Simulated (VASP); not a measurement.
Set up this calculation in VASP 6.6.1, as the native input.

```yaml
Task: relaxation of cell and atoms
Functional: PBE
Potentials_or_basis: VASP PAW PBE potentials, release 64 (Si, Ge_d, Pt)
Cutoff: 600 eV
k_mesh: 12 × 12 × 6
Occupations: gaussian, width 0.1 eV
Spin: no spin polarisation
Dipole_correction: no
Further_INCAR_settings: ALGO = Normal; EDIFF = 1e-07; IBRION = 2; EDIFFG = -0.01; NSW = 100; ISIF = 3
```

The structure of Si4GePt lies in POSCAR:

```
Si4GePt
1.0
    4.3446259832      0.0000000000      0.0000000000
   -2.1723129916      3.7625564714      0.0000000000
    0.0000000000      0.0000000000      5.9741136798
Si Ge Pt
4 1 1
Direct
    0.3333333333      0.6666666667      0.7842459716
    0.3333333333      0.6666666667      0.2157540284
    0.6666666667      0.3333333333      0.7842459716
    0.6666666667      0.3333333333      0.2157540284
    0.0000000000      0.0000000000      0.5000000000
    0.0000000000      0.0000000000      0.0000000000
```

The cell was built from a structure type or drawn by symmetry, and may not be a known phase.

One way to write it, as run:

INCAR

```
PREC = Accurate
ENCUT = 600
EDIFF = 1E-7
ISMEAR = 0
SIGMA = 0.1
LREAL = F
LASPH = T
NELM = 60
ALGO = Normal
ISIF = 3
LWAVE = F
LCHARG = F
GGA = PE
IBRION = 2
NSW = 100
EDIFFG = -0.01
```

KPOINTS

```
Automatic mesh
0
Gamma
  12 12 6
```

Potentials or basis: VASP PAW PBE potentials, release 64 (Si, Ge_d, Pt).

Launch:

```bash
$ cat potpaw_PBE.64/Si/POTCAR potpaw_PBE.64/Ge_d/POTCAR potpaw_PBE.64/Pt/POTCAR > POTCAR
$ mpirun -np 1 vasp_std > vasp.out
```

Results of the run:

```json
{
  "Relaxed volume": "16.22 Å³/atom",
  "Relaxed cell": "a = 4.309 Å, b = 4.309 Å, c = 6.054 Å, α = 90.00°, β = 90.00°, γ = 120.00°",
  "Space group after relaxing (to 0.1 Å)": "P6/mmm (No. 191)",
  "Energy gained by relaxing": "1.4 meV/atom",
  "Ionic steps": "7",
  "Pressure after relaxing": "0.1 GPa",
  "Largest force after relaxing": "0.009 eV/Å"
}
```

Caveat: the highest band is partly filled, so the run has too few bands.

It took 14 min on 1 thread of AMD EPYC 9R45 96-Core Processor (Zen 5), with other jobs on the host, peak memory 0.39 GiB.
